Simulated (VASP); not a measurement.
# MnO (Fm-3m) in VASP: a series of runs

MnO is run at these levels: r2SCAN; tasks: single point.

Program: VASP 6.6.1. These are calculated values, not measurements. Logs are shortened: lines on timing, memory, paths and dates and some standing lists are left out, and cuts for length are marked.

### Step 1. The cell of the first run

The structure is cubic, space group Fm-3m (No. 225). The conventional cell has a = 4.450 Å, b = 4.450 Å, c = 4.450 Å, α = 90.00°, β = 90.00°, γ = 90.00°. Within 2.9 Å of Mn (site symmetry m-3m) lie 6 O at 2.23 Å. Within 2.9 Å of O (site symmetry m-3m) lie 6 Mn at 2.23 Å.

### Step 2. Single point, r2SCAN

POSCAR

```
MnO
1.0
    0.0000000000      2.2252395987      2.2252395987
    2.2252395987      0.0000000000      2.2252395987
    2.2252395987      2.2252395987      0.0000000000
Mn O
1 1
Direct
    0.0000000000      0.0000000000      0.0000000000
    0.5000000000      0.5000000000      0.5000000000
```

INCAR.step1

```
PREC     = Accurate       # precision mode
ENCUT    = 520            # plane-wave cutoff, eV
ISMEAR   = 0              # smearing method
SIGMA    = 0.05           # smearing width, eV
LREAL    = F              # projectors in reciprocal space
LASPH    = T              # aspherical terms in the spheres
NELM     = 100            # most SCF steps
NBANDS   = 16             # bands
GGA      = PE             # functional
ALGO     = Normal         # electronic algorithm
EDIFF    = 1E-4           # SCF threshold, eV
LWAVE    = T              # write WAVECAR
LCHARG   = F              # write CHGCAR
```

INCAR.step2

```
PREC     = Accurate       # precision mode
ENCUT    = 520            # plane-wave cutoff, eV
EDIFF    = 1E-7           # SCF threshold, eV
ISMEAR   = 0              # smearing method
SIGMA    = 0.05           # smearing width, eV
LREAL    = F              # projectors in reciprocal space
LASPH    = T              # aspherical terms in the spheres
NELM     = 100            # most SCF steps
ALGO     = Normal         # electronic algorithm
ISIF     = 2              # what is computed and relaxed
LWAVE    = F              # write WAVECAR
LCHARG   = F              # write CHGCAR
METAGGA  = R2SCAN         # meta-GGA
LMIXTAU  = T            
NBANDS   = 16             # bands
ISTART   = 1
```

KPOINTS

```
regular mesh
0
Gamma
  14 14 14
```

Potentials or basis: VASP PAW PBE potentials, release 64 (Mn_pv, O).

Command:

```sh
cat potpaw_PBE.64/Mn_pv/POTCAR potpaw_PBE.64/O/POTCAR > POTCAR
cp INCAR.step1 INCAR
mpirun -np 1 vasp_std > vasp.out
cp INCAR.step2 INCAR
mpirun -np 1 vasp_std > vasp.out
```

OUTCAR:

```text
PREC = Accurate
   ENCUT = 520
   EDIFF = 1E-7
   ISMEAR = 0
   LREAL = F
   LASPH = T
   NELM = 100
   ISIF = 2
   METAGGA = R2SCAN
   ISTART = 1

 ion  position               nearest neighbor table
   1  0.000  0.000  0.000-   2 2.23   2 2.23   2 2.23   2 2.23   2 2.23   2 2.23
   2  0.500  0.500  0.500-   1 2.23   1 2.23   1 2.23   1 2.23   1 2.23   1 2.23

  LATTYP: Found a face centered cubic cell.
 ALAT       =     4.4504791974

  Lattice vectors:

 A1 = (   0.0000000000,   2.2252395987,   2.2252395987)
 A2 = (   2.2252395987,   0.0000000000,   2.2252395987)
 A3 = (   2.2252395987,   2.2252395987,   0.0000000000)

Analysis of symmetry for initial positions (statically):
=====================================================================
 Subroutine PRICEL returns:
 Original cell was already a primitive cell.

 Routine SETGRP: Setting up the symmetry group for a
 face centered cubic supercell.

 Subroutine GETGRP returns: Found 48 space group operations
 (whereof 48 operations were pure point group operations)
 out of a pool of 48 trial point group operations.

The static configuration has the point symmetry O_h .

Analysis of symmetry for dynamics (positions and initial velocities):
=====================================================================
 Subroutine PRICEL returns:
 Original cell was already a primitive cell.

 Routine SETGRP: Setting up the symmetry group for a
 face centered cubic supercell.

 Subroutine GETGRP returns: Found 48 space group operations
 (whereof 48 operations were pure point group operations)
 out of a pool of 48 trial point group operations.

The dynamic configuration has the point symmetry O_h .

 Subroutine INISYM returns: Found 48 space group operations
 (whereof 48 operations are pure point group operations),
 and found     1 'primitive' translations

----------------------------------------------------------------------------------------

                                     Primitive cell

  volume of cell :      22.0374

  direct lattice vectors                    reciprocal lattice vectors
     0.000000000  2.225239599  2.225239599    -0.224694905  0.224694905  0.224694905
     2.225239599  0.000000000  2.225239599     0.224694905 -0.224694905  0.224694905
     2.225239599  2.225239599  0.000000000     0.224694905  0.224694905 -0.224694905

  length of vectors
[... 81 lines left out ...]
   NELM   =    100;   NELMIN=  2; NELMDL=  0     # of ELM steps
   EDIFF  = 0.1E-06   stopping-criterion for ELM
   LREAL  =      F    real-space projection
   EDIFFG = 0.1E-05   stopping-criterion for IOM
   NSW    =      0    number of steps for IOM
   IBRION =     -1    ionic relax: 0-MD 1-quasi-New 2-CG
   NFREE  =      0    steps in history (QN), initial steepest desc. (CG)
   ISIF   =      2    stress and relaxation
   ISYM   =      2    0-nonsym 1-usesym 2-fastsym
   POTIM  = 0.5000    time-step for ionic-motion
   TEBEG  =    0.0;   TEEND  =   0.0 temperature during run
   PSTRESS=    0.0 pullay stress
   NELECT =      19.0000    total number of electrons
   NUPDOWN=      -1.0000    fix difference up-down
   EMIN   =  10.00;   EMAX   =-10.00  energy-range for DOS
   EFERMI =   0.00;   METHOD = LEGACY
   ISMEAR =     0;   SIGMA  =   0.05  broadening in eV -4-tet -1-fermi 0-gaus
   EFERMI_NEDOS =   21; number of points for ismear=-14 and -15
   IALGO  =     38    algorithm
   IMIX   =      4    mixing-type and parameters
     AMIX     =   0.40;   BMIX     =  1.00
     AMIX_MAG =   1.60;   BMIX_MAG =  1.00
  volume/ion in A,a.u.               =      11.02        74.36
  Fermi-wavevector in a.u.,A,eV,Ry     =   1.558138  2.944454 33.032143  2.427794
  Thomas-Fermi vector in A             =   2.661686
   LORBIT       =      0    0 simple, 1 ext, 2 COOP (PROOUT), +10 PAW based schemes
   METAGGA = R2SCAN    functional components
   LHFCALC =     F    Hartree Fock is set to
   AEXX    =    0.0000 exact exchange contribution
   IVDW    =     0    specifies the selected vdW correction
   LEPSILON=     F    determine dielectric tensor
   LRPA    =     F    only Hartree local field effects (RPA)
 non-spin polarized calculation
 Gauss-broadening in eV      SIGMA  =   0.05
  energy-cutoff  :      520.00
  volume of cell :       22.04
 maximum number of plane-waves:       609
   NGX = 11   NGY = 11   NGZ = 11

 number of electron      18.9999990 magnetization

 Free energy of the ion-electron system (eV)
  ---------------------------------------------------
  ext. energy  EPLUGINS =         0.00000000
  ---------------------------------------------------
  free energy    TOTEN  =       -21.18402926 eV

  energy without entropy =      -21.17201612  energy(sigma->0) =      -21.17802269

 E-fermi :   6.6372     XC(G=0): -12.6378

 val. band max:        6.6346030636   @ k =   0.4286   0.2857   0.0714
 cond. band min:       6.6411302043   @ k =   0.5000   0.0000   0.0000
 fundamental gap:      0.0065271407
 Fermi energy:         6.6372344969

 k-point     1 :       0.0000    0.0000    0.0000
  band No.  band energies     occupation
      1     -42.8762      2.00000
      2     -42.8761      2.00000
      3     -42.8739      2.00000
      4     -14.3111      2.00000
      5       3.0529      2.00000
      6       3.0529      2.00000
[... 433 lines left out ...]
      3     -42.8832      2.00000
      4     -13.8482      2.00000
      5       0.5682      2.00000
      6       2.0353      2.00000
[... 8 lines left out ...]
     15      21.1304      0.00000
     16      22.3918      0.00000

 [... further k-points ...]

------------------------ aborting loop because EDIFF is reached ----------------------------------------

  FORCE on cell =-STRESS in cart. coord.  units (eV):
  Direction    XX          YY          ZZ          XY          YZ          ZX
  --------------------------------------------------------------------------------------
  -------------------------------------------------------------------------------------
  Total       -5.0419795     -5.0419795     -5.0419795     -0.0000000     -0.0000000      0.0000000
  in kB     -366.5652752   -366.5652752   -366.5652752     -0.0000000     -0.0000000      0.0000000
  external PRESSURE =    -366.5652752 kB  Pullay stress =       0.0000000 kB

 VOLUME and BASIS-vectors are now :
 -----------------------------------------------------------------------------
  energy-cutoff  :      520.00
  volume of cell :       22.04
      direct lattice vectors                 reciprocal lattice vectors
     0.000000000  2.225239599  2.225239599    -0.224694905  0.224694905  0.224694905
     2.225239599  0.000000000  2.225239599     0.224694905 -0.224694905  0.224694905
     2.225239599  2.225239599  0.000000000     0.224694905  0.224694905 -0.224694905

 POSITION                                       TOTAL-FORCE (eV/Angst)
 -----------------------------------------------------------------------------------
      0.00000      0.00000      0.00000         0.000000      0.000000      0.000000
      2.22524      2.22524      2.22524        -0.000000     -0.000000     -0.000000
 -----------------------------------------------------------------------------------
    total drift:                                0.000000     -0.000000     -0.000000

  FREE ENERGIE OF THE ION-ELECTRON SYSTEM (eV)
  ---------------------------------------------------
  free  energy   TOTEN  =       -21.1840292608 eV

  energy  without entropy=      -21.1720161179  energy(sigma->0) =      -21.17802269
```

OSZICAR.step1:

```text
N       E                     dE             d eps       ncg     rms          rms(c)
DAV:   1     0.154669566081E+03    0.15467E+03   -0.11104E+04  3344   0.140E+03
DAV:   2    -0.104710710433E+02   -0.16514E+03   -0.15814E+03  3712   0.368E+02
DAV:   3    -0.171247229606E+02   -0.66537E+01   -0.65985E+01  3552   0.805E+01
DAV:   4    -0.171795178339E+02   -0.54795E-01   -0.54790E-01  3768   0.767E+00
DAV:   5    -0.171802780315E+02   -0.76020E-03   -0.76020E-03  3584   0.887E-01    0.142E+01
DAV:   6    -0.175716517278E+02   -0.39137E+00   -0.29116E+01  3808   0.601E+01    0.216E+01
DAV:   7    -0.143487623005E+02    0.32229E+01   -0.25708E+01  3608   0.489E+01    0.482E+00
DAV:   8    -0.142181171054E+02    0.13065E+00   -0.79022E-01  3344   0.861E+00    0.179E+00
DAV:   9    -0.142325319555E+02   -0.14415E-01   -0.10483E-01  3520   0.273E+00    0.891E-01
DAV:  10    -0.142258225584E+02    0.67094E-02   -0.86025E-03  3464   0.112E+00    0.497E-01
DAV:  11    -0.142238992929E+02    0.19233E-02   -0.64934E-03  4152   0.755E-01    0.152E-01
DAV:  12    -0.142240110966E+02   -0.11180E-03   -0.13696E-03  3832   0.462E-01    0.195E-01
DAV:  13    -0.142236164949E+02    0.39460E-03   -0.60462E-04  4248   0.275E-01    0.204E-02
DAV:  14    -0.142236184259E+02   -0.19311E-05   -0.60530E-05  1672   0.741E-02
   1 F= -.14223618E+02 E0= -.14218251E+02  d E =-.107346E-01
```

It took 3.2 min on 1 thread of Intel Xeon 8259CL, shared host; peak memory 0.17 GiB.

What came out:

* Free energy: -21.1840 eV
* Pressure: -36.7 GPa
* Band gap on the k mesh: zero (an odd number of electrons rules out a gap without spin polarisation)

Levels at points of the mesh, in eV from the Fermi level:
```tsv
k point	band 8	band 9	band 10	band 11	band 12	band 13
(0.00, 0.00, 0.00)	-1.17	-1.17	-1.17	0.28	0.29	1.12
(0.50, 0.00, 0.00)	-0.19	-0.19	0.00	2.57	2.57	5.21
(0.50, 0.50, 0.00)	-2.26	0.09	0.09	0.78	1.03	7.12
```

Caveat: the cell stands under tension; the PAW data sets were made with another functional, which shifts forces and pressure a little; an odd number of electrons without spin polarisation forces a metal; a magnetic or distorted state may lie lower; the run has no spin polarisation, though such a crystal can be magnetic; semilocal functionals often make such compounds metallic where correlation or magnetic order opens a gap, which also shifts bond lengths.

### Step 3. Single point, r2SCAN, collinear spin, ferromagnetic start (11.02 Å³/atom)

POSCAR is that of step 2.

INCAR.step1

```
PREC = Accurate ; ENCUT = 520
ISMEAR = 0 ; SIGMA = 0.05
LREAL = F ; LASPH = T
NELM = 150 ; ISPIN = 2
MAGMOM = 4.69 0 ; LMAXMIX = 4
NBANDS = 20 ; GGA = PE
ALGO = Normal ; EDIFF = 1E-4
LWAVE = T ; LCHARG = F
```

INCAR.step2

```
PREC = Accurate ; ENCUT = 520
EDIFF = 1E-7 ; ISMEAR = 0
SIGMA = 0.05 ; LREAL = F
LASPH = T ; NELM = 150
ALGO = Normal ; ISIF = 2
LWAVE = F ; LCHARG = T
ISPIN = 2 ; MAGMOM = 4.69 0
LORBIT = 11 ; LMAXMIX = 4
METAGGA = R2SCAN ; LMIXTAU = T
LELF = T ; LVHAR = T
NBANDS = 20 ; ISTART = 1
```

KPOINTS is that of step 2.

Potentials or basis: VASP PAW PBE potentials, release 64 (Mn_pv, O).

Command:

```sh
cat potpaw_PBE.64/Mn_pv/POTCAR potpaw_PBE.64/O/POTCAR > POTCAR
cp INCAR.step1 INCAR
mpirun -np 1 vasp_std > vasp.out
cp INCAR.step2 INCAR
mpirun -np 1 vasp_std > vasp.out
```

Run time: 6.2 min. Hardware: 1 thread of Intel Xeon 8259CL, shared host; peak memory 0.21 GiB.

It converged, with:

* Free energy: -24.4858 eV
* Pressure: 0.2 GPa
* Band gap on the k mesh: zero (filled and empty bands overlap)
* Net moment: 5.00 μB per cell
* Site moments: Mn +4.54; O +0.23 μB
* Valence electrons inside the program's atomic spheres: Mn 11.34; O 5.03

Levels at points of the mesh, in eV from the Fermi level:
Spin up:
```tsv
k point	band 10	band 11	band 12	band 13	band 14	band 15
(0.00, 0.00, 0.00)	-3.59	-3.10	-3.10	-0.15	14.66	16.97
(0.50, 0.00, 0.00)	-2.23	-0.06	-0.06	4.01	8.32	12.56
(0.50, 0.50, 0.00)	-2.49	-2.49	-2.35	5.48	8.51	10.86
```
Spin down:
| k point | band 4 | band 5 | band 6 | band 7 | band 8 | band 9 | band 10 | band 11 |
| --- | --- | --- | --- | --- | --- | --- | --- | --- |
| (0.00, 0.00, 0.00) | -20.73 | -3.29 | -3.29 | -3.29 | 1.62 | 1.87 | 1.87 | 1.87 |
| (0.50, 0.00, 0.00) | -19.77 | -7.35 | -4.73 | -4.73 | 3.11 | 3.22 | 3.22 | 4.90 |
| (0.50, 0.50, 0.00) | -19.80 | -6.45 | -4.31 | -4.31 | 0.13 | 3.19 | 3.37 | 3.70 |

Caveat: the PAW data sets were made with another functional, which shifts forces and pressure a little; a cell with one magnetic atom can't hold antiferromagnetic order, which such compounds often take; semilocal functionals often make such compounds metallic where correlation or magnetic order opens a gap, which also shifts bond lengths.

The gap in the log of VASP goes by the Fermi energy; the results here count the filled bands.